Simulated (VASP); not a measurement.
# La (Fm-3m) in VASP: further runs

Runs on La. Level: RPBE. Tasks: single point.

Program: VASP 6.6.1. These are calculated values, not measurements. Logs are shortened: lines on timing, memory, paths and dates and some standing lists are left out, and cuts for length are marked.

## (1) The cell of the first run

The structure is cubic, space group Fm-3m (No. 225). The conventional cell has a = 5.320 Å, b = 5.320 Å, c = 5.320 Å, α = 90.00°, β = 90.00°, γ = 90.00°. La (site symmetry m-3m) has 12 La at 3.76 Å within 4.9 Å.

## (2) Single point, RPBE (volume scaled by 0.96)

INCAR

```
SYSTEM = La
PREC     = Accurate       ! precision mode
ENCUT    = 520            ! plane-wave cutoff, eV
EDIFF    = 1E-7           ! SCF threshold, eV
ISMEAR   = -1             ! smearing method
SIGMA    = 0.1            ! smearing width, eV
LREAL    = .FALSE.        ! projectors in reciprocal space
LASPH    = .TRUE.         ! aspherical terms in the spheres
NELM     = 60             ! most SCF steps
ALGO     = Normal         ! electronic algorithm
ISIF     = 2              ! what is computed and relaxed
LWAVE    = .FALSE.        ! write WAVECAR
LCHARG   = .FALSE.        ! write CHGCAR
GGA      = RP             ! functional
NBANDS   = 12             ! bands
```

KPOINTS

```
Automatic mesh
0
G
  11 11 11
  0 0 0
```

POSCAR

```
La
1.0
    0.0000000000      2.6598627893      2.6598627893
    2.6598627893      0.0000000000      2.6598627893
    2.6598627893      2.6598627893      0.0000000000
La
1
Direct
    0.0000000000      0.0000000000      0.0000000000
```

Potentials or basis: VASP PAW PBE potentials, release 64 (La).

The run is started by

```console
> cat potpaw_PBE.64/La/POTCAR > POTCAR
> mpirun -np 1 vasp_std > vasp.out
```

OUTCAR:

```text
SYSTEM = La
   PREC = Accurate
   ENCUT = 520
   EDIFF = 1E-7
   ISMEAR = -1
   LREAL = .FALSE.
   LASPH = .TRUE.
   NELM = 60
   ISIF = 2
   GGA = RP

 ion  position               nearest neighbor table
   1  0.000  0.000  0.000-

  LATTYP: Found a face centered cubic cell.
 ALAT       =     5.3197255786

  Lattice vectors:

 A1 = (   0.0000000000,   2.6598627893,   2.6598627893)
 A2 = (   2.6598627893,   0.0000000000,   2.6598627893)
 A3 = (   2.6598627893,   2.6598627893,   0.0000000000)

Analysis of symmetry for initial positions (statically):
=====================================================================
 Subroutine PRICEL returns:
 Original cell was already a primitive cell.

 Routine SETGRP: Setting up the symmetry group for a
 face centered cubic supercell.

 Subroutine GETGRP returns: Found 48 space group operations
 (whereof 48 operations were pure point group operations)
 out of a pool of 48 trial point group operations.

The static configuration has the point symmetry O_h .

Analysis of symmetry for dynamics (positions and initial velocities):
=====================================================================
 Subroutine PRICEL returns:
 Original cell was already a primitive cell.

 Routine SETGRP: Setting up the symmetry group for a
 face centered cubic supercell.

 Subroutine GETGRP returns: Found 48 space group operations
 (whereof 48 operations were pure point group operations)
 out of a pool of 48 trial point group operations.

The dynamic configuration has the point symmetry O_h .

 Subroutine INISYM returns: Found 48 space group operations
 (whereof 48 operations are pure point group operations),
 and found     1 'primitive' translations

----------------------------------------------------------------------------------------

                                     Primitive cell

  volume of cell :      37.6364

  direct lattice vectors                    reciprocal lattice vectors
     0.000000000  2.659862789  2.659862789    -0.187979621  0.187979621  0.187979621
     2.659862789  0.000000000  2.659862789     0.187979621 -0.187979621  0.187979621
     2.659862789  2.659862789  0.000000000     0.187979621  0.187979621 -0.187979621

  length of vectors
     3.761614031  3.761614031  3.761614031     0.325590255  0.325590255  0.325590255

  position of ions in fractional coordinates (direct lattice)
     0.000000000  0.000000000  0.000000000

  ion indices of the primitive-cell ions
   primitive index   ion index
                 1           1

----------------------------------------------------------------------------------------

 KPOINTS: Automatic mesh

Automatic generation of k-mesh.
 Grid dimensions read from file:
 generate k-points for:   11   11   11

 Generating k-lattice:

  Cartesian coordinates                     Fractional coordinates (reciprocal lattice)
    -0.017089056  0.017089056  0.017089056     0.090909091  0.000000000  0.000000000
     0.017089056 -0.017089056  0.017089056     0.000000000  0.090909091  0.000000000
     0.017089056  0.017089056 -0.017089056     0.000000000  0.000000000  0.090909091

  Length of vectors
     0.029599114  0.029599114  0.029599114

  Shift w.r.t. Gamma in fractional coordinates (k-lattice)
     0.000000000  0.000000000  0.000000000

 Subroutine IBZKPT returns following result:
 ===========================================

 Found     56 irreducible k-points:

 Following reciprocal coordinates:
            Coordinates               Weight
  0.000000  0.000000  0.000000      1.000000
  0.090909  0.000000  0.000000      8.000000
  0.181818  0.000000  0.000000      8.000000
  0.272727  0.000000  0.000000      8.000000
  0.363636  0.000000  0.000000      8.000000
  0.454545  0.000000  0.000000      8.000000
[... 16 lines left out ...]
 -0.272727  0.181818  0.000000     24.000000
 -0.181818  0.181818  0.000000     12.000000
 [... further k-points ...]
   k-points           NKPTS =     56   k-points in BZ     NKDIM =     56   number of bands    NBANDS=     12
   number of dos      NEDOS =    301   number of ions     NIONS =      1
   total plane-waves  NPLWV =  21952
   dimension x,y,z NGX =    28 NGY =   28 NGZ =   28
   dimension x,y,z NGXF=    56 NGYF=   56 NGZF=   56
   ions per type =               1
   NGX,Y,Z   is equivalent  to a cutoff of  12.37, 12.37, 12.37 a.u.
   NGXF,Y,Z  is equivalent  to a cutoff of  24.75, 24.75, 24.75 a.u.
 SYSTEM =  La
   PREC   = accura    normal or accurate (medium, high low for compatibility)
   ISTART =      0    job   : 0-new  1-cont  2-samecut
   ICHARG =      2    charge: 1-file 2-atom 10-const
   ISPIN  =      1    spin polarized calculation?
   LNONCOLLINEAR =      F non collinear calculations
   LSORBIT =      F    spin-orbit coupling
   LASPH  =      T    aspherical Exc in radial PAW
   ENCUT  =  520.0 eV  38.22 Ry    6.18 a.u.   6.99  6.99  6.99*2*pi/ulx,y,z
   NELM   =     60;   NELMIN=  2; NELMDL= -5     # of ELM steps
   EDIFF  = 0.1E-06   stopping-criterion for ELM
   LREAL  =      F    real-space projection
   EDIFFG = 0.1E-05   stopping-criterion for IOM
   NSW    =      0    number of steps for IOM
   IBRION =     -1    ionic relax: 0-MD 1-quasi-New 2-CG
   NFREE  =      0    steps in history (QN), initial steepest desc. (CG)
   ISIF   =      2    stress and relaxation
   ISYM   =      2    0-nonsym 1-usesym 2-fastsym
   POTIM  = 0.5000    time-step for ionic-motion
   TEBEG  =    0.0;   TEEND  =   0.0 temperature during run
   PSTRESS=    0.0 pullay stress
   NELECT =      11.0000    total number of electrons
   NUPDOWN=      -1.0000    fix difference up-down
   EMIN   =  10.00;   EMAX   =-10.00  energy-range for DOS
   EFERMI =   0.00;   METHOD = LEGACY
   ISMEAR =    -1;   SIGMA  =   0.10  broadening in eV -4-tet -1-fermi 0-gaus
   EFERMI_NEDOS =   21; number of points for ismear=-14 and -15
   IALGO  =     38    algorithm
   IMIX   =      4    mixing-type and parameters
     AMIX     =   0.40;   BMIX     =  1.00
     AMIX_MAG =   1.60;   BMIX_MAG =  1.00
  volume/ion in A,a.u.               =      37.64       253.98
  Fermi-wavevector in a.u.,A,eV,Ry     =   1.086434  2.053062 16.059471  1.180338
  Thomas-Fermi vector in A             =   2.222570
   LORBIT       =      0    0 simple, 1 ext, 2 COOP (PROOUT), +10 PAW based schemes
   GGA     = RP    functional components
   LHFCALC =     F    Hartree Fock is set to
   AEXX    =    0.0000 exact exchange contribution
   IVDW    =     0    specifies the selected vdW correction
   LEPSILON=     F    determine dielectric tensor
   LRPA    =     F    only Hartree local field effects (RPA)
 non-spin polarized calculation
  energy-cutoff  :      520.00
  volume of cell :       37.64
 maximum number of plane-waves:      1028
   NGX = 13   NGY = 13   NGZ = 13

 number of electron      11.0000000 magnetization

 Free energy of the ion-electron system (eV)
  ---------------------------------------------------
  ext. energy  EPLUGINS =         0.00000000
  ---------------------------------------------------
  free energy    TOTEN  =        -4.56937309 eV

  energy without entropy =       -4.50904139  energy(sigma->0) =       -4.53920724

 E-fermi :   7.8136     XC(G=0):  -9.4218

 val. band max:        7.7278377992   @ k =   0.3636   0.1818   0.0000
 cond. band min:       7.8139073570   @ k =  -0.3636   0.3636   0.1818
 fundamental gap:      0.0860695578
 Fermi energy:         7.8135738587

 k-point     1 :       0.0000    0.0000    0.0000
  band No.  band energies     occupation
      1     -25.0648      2.00000
      2      -8.1035      2.00000
      3      -8.1035      2.00000
      4      -8.1035      2.00000
      5       4.6512      2.00000
      6       9.1185      0.00000
      7       9.3171      0.00000
      8       9.3171      0.00000
      9       9.3171      0.00000
     10       9.6028      0.00000
     11       9.6028      0.00000
     12       9.6028      0.00000

 k-point     2 :       0.0909    0.0000    0.0000
  band No.  band energies     occupation
      1     -25.0506      2.00000
      2      -8.2214      2.00000
      3      -8.1173      2.00000
      4      -8.1173      2.00000
      5       4.8904      2.00000
      6       8.7165      0.00024
      7       9.3414      0.00000
      8       9.3414      0.00000
      9       9.5266      0.00000
     10       9.6062      0.00000
     11       9.6062      0.00000
     12       9.6906      0.00000

 k-point     3 :       0.1818    0.0000    0.0000
  band No.  band energies     occupation
      1     -25.0120      2.00000
      2      -8.5244      2.00000
      3      -8.1539      2.00000
      4      -8.1539      2.00000
      5       5.4878      2.00000
      6       8.3398      0.01032
      7       9.3610      0.00000
      8       9.3610      0.00000
      9       9.4593      0.00000
     10       9.6146      0.00000
     11       9.6146      0.00000
     12       9.9549      0.00000
[... 286 lines left out ...]
 k-point    23 :      -0.2727    0.1818    0.0000
  band No.  band energies     occupation
      1     -24.8992      2.00000
      2      -9.0709      2.00000
      3      -8.5372      2.00000
      4      -8.2430      2.00000
      5       6.9985      1.99942
      6       8.2674      0.02117
      7       8.3040      0.01472
      8       9.3985      0.00000
      9       9.5372      0.00000
     10       9.6995      0.00000
     11       9.8473      0.00000
     12      10.0882      0.00000

 k-point    24 :      -0.1818    0.1818    0.0000
  band No.  band energies     occupation
      1     -24.9434      2.00000
      2      -8.8593      2.00000
      3      -8.4197      2.00000
      4      -8.1866      2.00000
      5       6.5758      1.99999
      6       7.9635      0.36496
      7       8.7096      0.00026
      8       9.4531      0.00000
      9       9.4548      0.00000
     10       9.7316      0.00000
     11       9.7737      0.00000
     12      10.0684      0.00000

 [... further k-points ...]
[... 5 lines left out ...]
  --------------------------------------------------------------------------------------
  -------------------------------------------------------------------------------------
  Total        0.2186219      0.2186219      0.2186219      0.0000000      0.0000000     -0.0000000
  in kB        9.3067199      9.3067199      9.3067199      0.0000000      0.0000000     -0.0000000
  external PRESSURE =       9.3067199 kB  Pullay stress =       0.0000000 kB

 VOLUME and BASIS-vectors are now :
 -----------------------------------------------------------------------------
  energy-cutoff  :      520.00
  volume of cell :       37.64
      direct lattice vectors                 reciprocal lattice vectors
     0.000000000  2.659862789  2.659862789    -0.187979621  0.187979621  0.187979621
     2.659862789  0.000000000  2.659862789     0.187979621 -0.187979621  0.187979621
     2.659862789  2.659862789  0.000000000     0.187979621  0.187979621 -0.187979621

 POSITION                                       TOTAL-FORCE (eV/Angst)
 -----------------------------------------------------------------------------------
      0.00000      0.00000      0.00000         0.000000     -0.000000      0.000000
 -----------------------------------------------------------------------------------
    total drift:                                0.000000     -0.000000     -0.000000

  FREE ENERGIE OF THE ION-ELECTRON SYSTEM (eV)
  ---------------------------------------------------
  free  energy   TOTEN  =        -4.5693730922 eV

  energy  without entropy=       -4.5090413920  energy(sigma->0) =       -4.53920724
```

It used 83 s of CPU time on 1 thread of AMD EPYC 7R13 Processor (Zen 3) (shared host).

What came out:

```yaml
Free_energy: -4.5694 eV
Pressure: 0.9 GPa
```

Caveat: the cell differs from its parent crystal (volume scaled by 0.96); the PAW data sets were made with another functional, which shifts forces and pressure a little; spin-orbit coupling is left out, which moves the levels of the heavy elements.

## (3) Single point, RPBE

This run uses another cell than the first one, of 39.20 Å³/atom, 1.042 times its volume.

INCAR

```
SYSTEM = La
PREC = Accurate
ENCUT = 520
EDIFF = 1E-6
ISMEAR = -1
SIGMA = 0.1
LREAL = .False.
LASPH = .True.
NELM = 60
ALGO = Normal
ISIF = 2
LWAVE = .False.
LCHARG = .False.
GGA = RP
NBANDS = 12
```

KPOINTS

```
regular mesh
0
Gamma
  11 11 11
  0 0 0
```

POSCAR

```
La
1.0
    0.0000000000      2.6963037941      2.6963037941
    2.6963037941      0.0000000000      2.6963037941
    2.6963037941      2.6963037941      0.0000000000
La
1
Direct
    0.0000000000      0.0000000000      0.0000000000
```

Potentials or basis: VASP PAW PBE potentials, release 64 (La).

The run is started by

```console
> cat potpaw_PBE.64/La/POTCAR > POTCAR
> mpirun -np 1 vasp_std > vasp.out
```

It used 58 s of CPU time on 1 thread of AMD EPYC 7R13 Processor (Zen 3), on a shared host.

The run converged. Its results:

- Free energy: -4.5738 eV
- Pressure: -0.1 GPa

Levels at points of the mesh, in eV from the Fermi level:
```tsv
k point	band 1	band 2	band 3	band 4	band 5	band 6	band 7	band 8	band 9	band 10
(0.00, 0.00, 0.00)	-32.94	-16.05	-16.05	-16.05	-3.19	1.26	1.47	1.47	1.47	1.70
```

Caveat: the PAW data sets were made with another functional, which shifts forces and pressure a little; spin-orbit coupling is left out, which moves the levels of the heavy elements.
